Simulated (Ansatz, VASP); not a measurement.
**Ge: VASP beside Ansatz**

```
CELL_PARAMETERS angstrom
0.00000 2.88053 2.93815
2.88053 0.00000 2.93815
2.88053 2.88053 0.00000
ATOMIC_POSITIONS crystal
Ge 0.50000 0.50000 0.50000
Ge 0.75000 0.75000 0.75000
```

Change from the starting cell: engineering shear strain xy +0.0000, normal strain along z +0.0200.

Alike in both runs: task single point; functional PBE; k mesh 14 × 14 × 14; occupations gaussian, width 0.15 eV; no spin polarisation.

|  | VASP | Ansatz |
| --- | --- | --- |
| version | VASP 6.6.1 | Ansatz 0.2.0 |
| potentials or method | VASP PAW PBE potentials, release 64 (Ge_d), cutoff 520 eV | scalar-relativistic, plane waves, PAW |
| valence electrons in the cell | 28 | 28 |

|  | VASP | Ansatz | Ansatz less VASP |
| --- | --- | --- | --- |
| gap on the k mesh at the Fermi level (eV) | none | none | - |
| pressure (GPa) | -1.2 | -1.1 | +0.10 |
| traceless stress, the component that is largest in VASP (GPa) | -0.88 | -0.88 | +0.002 |

A gap of «none» marks a metal or a gap that the smearing closes.
